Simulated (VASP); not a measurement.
**C: single point with r2SCAN**

The system is C.

```
CELL_PARAMETERS angstrom
0.00000 1.78014 1.70004
1.78014 0.00000 1.70004
1.78014 1.78014 0.00000
ATOMIC_POSITIONS crystal
C 0.50000 0.50000 0.50000
C 0.75000 0.75000 0.75000
```

This cell differs from its parent crystal: strain -0.0450 x Voigt [0, 0, 1, 0, 0, 0].

```yaml
Program: VASP 6.6.1
Task: single point
Functional: r2SCAN
Potentials_or_basis: VASP PAW PBE potentials, release 64 (C)
Cutoff: 520 eV
k_mesh: 12 × 12 × 12
Occupations: gaussian, width 0.05 eV
Spin: no spin polarisation
```

```
Pressure               : 23.9 GPa
Band gap on the k mesh : 3.22 eV, indirect (least direct gap 5.10 eV)
```

Stress tensor (GPa, compression positive):
```
 8.74  0.00  0.00
 0.00  8.74  0.00
 0.00  0.00 54.33
```

Levels at points of the mesh, in eV from the valence-band top:
```tsv
k point	band 1	band 2	band 3	band 4	band 5	band 6	band 7	band 8
(0.00, 0.00, 0.00)	-23.90	-0.72	-0.72	0.00	5.10	5.73	5.73	14.57
(0.50, 0.00, 0.00)	-17.63	-15.11	-4.03	-3.16	8.15	8.39	10.07	16.75
(0.50, 0.50, 0.00)	-13.92	-13.92	-7.95	-7.95	3.87	3.87	18.38	18.38
(0.50, 0.00, 0.50)	-14.70	-14.70	-7.20	-7.20	5.05	5.05	18.02	18.02
```

Run time: 90 s on 1 thread of Intel(R) Xeon(R) Platinum 8259CL CPU @ 2.50GHz (Skylake/Cascade Lake), with other jobs on the host, peak memory 0.12 GiB.

Caveat: the cell differs from its parent crystal (strain -0.0450 x Voigt [0, 0, 1, 0, 0, 0]); the PAW data sets were made with another functional, which shifts forces and pressure a little. A k mesh can miss the band edges.
